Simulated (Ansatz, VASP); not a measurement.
Re in VASP and in Ansatz

```
Re
1.0
     0.00000    2.03425    1.97500
     2.03425    0.00000    1.97500
     2.03425    2.03425    0.00000
Re
1
Direct
  0.00000 0.00000 0.00000
```

Change from the starting cell: equal xx and yy strain of +3 %.

Alike in both runs: task single point; functional PBE; k mesh 14 × 14 × 14; occupations fermi-dirac, width 0.03 eV; no spin polarisation.

|  | VASP | Ansatz |
| --- | --- | --- |
| version | VASP 6.6.1 | Ansatz 0.2.0 |
| potentials or method | VASP PAW PBE potentials, release 64 (Re), cutoff 520 eV | all-electron LAPW, scalar-relativistic |

|  | VASP | Ansatz | Ansatz less VASP |
| --- | --- | --- | --- |
| pressure (GPa) | -26.4 | -25.4 | +0.98 |
| traceless stress, the component that is largest in VASP (GPa) | 2.88 | 2.89 | +0.017 |

Ansatz ran all-electron here, and VASP with PAW potentials.

Neither program's run includes spin-orbit coupling.
